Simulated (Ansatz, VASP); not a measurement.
## Cs2AgBiBr6 in VASP and in Ansatz

Contents of INCAR:

```
  PREC = Accurate
  ENCUT = 520
  EDIFF = 1E-6
  ISMEAR = 0
  SIGMA = 0.05
  LREAL = F
  LASPH = T
  NELM = 60
  ALGO = Normal
  ISIF = 2
  LWAVE = F
  LCHARG = F
  GGA = PE
  NBANDS = 54
```

The input KPOINTS:

```
regular mesh
0
Gamma
  4 4 4
```

File POSCAR:

```
Cs2AgBiBr6
1.0
    0.0000000000      5.6161000000      5.6161000000
    5.6161000000      0.0000000000      5.6161000000
    5.6161000000      5.6161000000      0.0000000000
Cs Ag Bi Br
2 1 1 6
Direct
    0.2500000000      0.2500000000      0.2500000000
    0.7500000000      0.7500000000      0.7500000000
    0.5000000000      0.5000000000      0.5000000000
    0.0000000000      0.0000000000      0.0000000000
    0.2505500000      0.7494500000      0.2505500000
    0.2505500000      0.7494500000      0.7494500000
    0.7494500000      0.2505500000      0.7494500000
    0.7494500000      0.2505500000      0.2505500000
    0.2505500000      0.2505500000      0.7494500000
    0.7494500000      0.7494500000      0.2505500000
```

Input for Ansatz:

```yaml
crystal:
  lattice:
    - [0.0, 5.6161, 5.6161]
    - [5.6161, 0.0, 5.6161]
    - [5.6161, 5.6161, 0.0]
  atoms:
    - { symbol: Cs, position: [0.25, 0.25, 0.25] }
    - { symbol: Cs, position: [0.75, 0.75, 0.75] }
    - { symbol: Ag, position: [0.5, 0.5, 0.5] }
    - { symbol: Bi, position: [0.0, 0.0, 0.0] }
    - { symbol: Br, position: [0.25055, 0.74945, 0.25055] }
    - { symbol: Br, position: [0.25055, 0.74945, 0.74945] }
    - { symbol: Br, position: [0.74945, 0.25055, 0.74945] }
    - { symbol: Br, position: [0.74945, 0.25055, 0.25055] }
    - { symbol: Br, position: [0.25055, 0.25055, 0.74945] }
    - { symbol: Br, position: [0.74945, 0.74945, 0.25055] }
basis:
  ecutwfc: 420
  fft_grid_basis: typed
kpoints:
  mp_grid: { grid: [4, 4, 4] }
hamiltonian:
  xc: pbe
scf:
  occupations: { method: gaussian, width: 0.05 }
  n_extra_bands: 10
output:
  forces: true
  stress: false
  eigenvalues: true
  bader: false
  write_density: false
  volumetric_format: npy
  band_densities:
    - { e_range: [-1.23, -0.62] }
    - { e_range: [0.62, 1.23] }
    - { e_range: [-5.63, -3.95] }
    - { e_range: [-3.95, -2.29] }
    - { e_range: [-5.64, -0.6] }
    - { e_range: [-8.36, -8.19] }
    - { e_range: [-11.1, -10.9] }
  dos:
    e_range: [-30, 8]
    de: 0.02
    method: { smearing: { sigma: 0.03, scheme: gaussian } }
    projected: { site_lists: { Ag: [Ag], Bi: [Bi], Br: [Br], Cs: [Cs] } }
checkpoint:
  read: start.run
  write: ck
  compress: false
  write_wavefunctions: false
  write_every: 100000
```

Alike in both runs: task single point; functional PBE; k mesh 4 × 4 × 4; occupations gaussian, width 0.05 eV; no spin polarisation.

```csv
,VASP,Ansatz
version,VASP 6.6.1,Ansatz 0.2.0
potentials or method,"VASP PAW PBE potentials, release 64 (Cs_sv, Ag, Bi_d, Br), cutoff 520 eV","scalar-relativistic, plane waves, PAW"
valence electrons in the cell,86,94
```

VASP gave:

| Quantity | Value |
| --- | --- |
| gap on the k mesh at the Fermi level (eV) | 1.27 |
| rms of the force components (eV/Å) | 0.132 |

Question: Estimate Ansatz's values.

Answer: gap on the k mesh at the Fermi level (eV): 1.26; rms of the force components (eV/Å): 0.130.

Atom by atom the forces differ by 0.002 eV/Å (rms over components). With one functional, cell and mesh, what is left measures potentials, basis and numerics. VASP's potentials hold 86 valence electrons a cell and Ansatz's 94, so a difference there can come from the potentials and not from the codes.

Spin-orbit coupling is off throughout.
